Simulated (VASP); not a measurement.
Runs of VASP 6.6.1 on Ge. The structure is that of space group P6_3/mmc (No. 194), or close to it. The cells are those of the table. 

| task | cell | cutoff (eV) | gap on the mesh (eV) | pressure (GPa) | largest force (eV/Å) |
| --- | --- | --- | --- | --- | --- |
| single point | a = 3.882, b = 3.882, c = 6.398 Å, angles 90.0, 90.0, 120.0°, 4 atoms | 520 | none | 5.1 | - |
| relaxation of cell and atoms | relaxed from a = 3.998, b = 3.998, c = 6.599 Å, angles 90.0, 90.0, 120.0°, 4 atoms | 600 | none | 0.0 | - |
| single point | a = 3.818, b = 3.818, c = 6.306 Å, angles 90.0, 90.0, 120.0°, 4 atoms | 520 | - | (a) | - |
| relaxation of cell and atoms | relaxed to 5 GPa from a = 3.998, b = 3.998, c = 6.599 Å, angles 90.0, 90.0, 120.0°, 4 atoms | 600 | none | 5.0 | 0.01 |
| relaxation of cell and atoms | relaxed to -2 GPa from a = 3.998, b = 3.998, c = 6.599 Å, angles 90.0, 90.0, 120.0°, 4 atoms | 600 | 0.10 | -2.0 | 0.01 |

Alike in all rows: level LDA; potentials or basis VASP PAW LDA potentials, release 64 (Ge_d); no spin polarisation; k mesh 7 × 7 × 4; smearing fermi-dirac 0.1 eV.

Problem. Fill in the values left out.

Solution. (a) 10.2.

Caveats: the cell is relaxed towards a set pressure, so the enthalpy falls and the energy may rise (some runs).

A k mesh can miss the band edges, and the runs leave out spin-orbit coupling on Ge.

A gap of «none» marks levels without a gap at the run's occupations.
